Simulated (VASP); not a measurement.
Crystal: Ti.

```
Ti
1.0
     2.67171    0.00000    0.00000
     0.00000    2.67171    0.00000
     0.00000    0.00000    2.67171
Ti
1
Cartesian
  0.0000 0.0000 0.0000
```

```yaml
Program: VASP 6.6.1
Task: relaxation of cell and atoms
Functional: PBE
Potentials_or_basis: VASP PAW PBE potentials, release 64 (Ti_sv)
Cutoff: 600 eV
k_mesh: 12 × 12 × 12
Occupations: fermi-dirac, width 0.1 eV
Spin: no spin polarisation
```

At the start: pressure -2.3 GPa; volume 19.07 Å³/atom.

Task: How do energy, volume and symmetry change on relaxing?

Result: Over 3 steps the energy falls by 4.5 meV/atom and the volume is 18.47 Å³/atom (-3.2 %); space group Pm-3m (No. 221, to 0.05 Å).

Step by step:
```
step  energy change (eV)  largest force (eV/Å)  pressure (GPa)  volume (Å³)
   1              0.0000                0.0000           -2.35        19.07
   2             -0.0042                0.0000            0.67        18.31
   3             -0.0045                0.0000            0.01        18.47
```

Final structure:
```
Ti
1.0
     2.64332    0.00000    0.00000
     0.00000    2.64332    0.00000
     0.00000    0.00000    2.64332
Ti
1
Direct
  0.00000 0.00000 0.00000
```
